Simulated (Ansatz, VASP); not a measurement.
## TaN: VASP beside Ansatz

```
Ta N
1.0
     0.00000    2.12453    2.17900
     2.12453    0.00000    2.17900
     2.12453    2.12453    0.00000
Ta N
1 1
Direct
  0.50000 0.50000 0.50000
  0.00000 0.00000 0.00000
```

Change from the starting cell: strain -0.025 along x and y, +0.000 along z, atoms carried along.

Alike in both runs: task single point; functional PBE; k mesh 18 × 18 × 18; occupations gaussian, width 0.15 eV; no spin polarisation.

|  | VASP | Ansatz |
| --- | --- | --- |
| version | VASP 6.6.1 | Ansatz 0.2.0 |
| potentials or method | VASP PAW PBE potentials, release 64 (Ta_pv, N), cutoff 520 eV | scalar-relativistic, plane waves, PAW |
| valence electrons in the cell | 16 | 18 |

|  | VASP | Ansatz | Ansatz less VASP |
| --- | --- | --- | --- |
| gap on the k mesh at the Fermi level (eV) | none | none | - |
| pressure (GPa) | 38.6 | 37.3 | -1.27 |
| traceless stress, the component that is largest in VASP (GPa) | -14.42 | -14.33 | +0.086 |

A gap of «none» marks a metal or a gap that the smearing closes. Both programs put the cell under a high pressure, so it lies far from rest at this level. With one functional, cell and mesh, what is left measures potentials, basis and numerics. VASP's potentials hold 16 valence electrons a cell and Ansatz's 18, so a difference there can come from the potentials and not from the codes.

Neither program's run includes spin-orbit coupling.
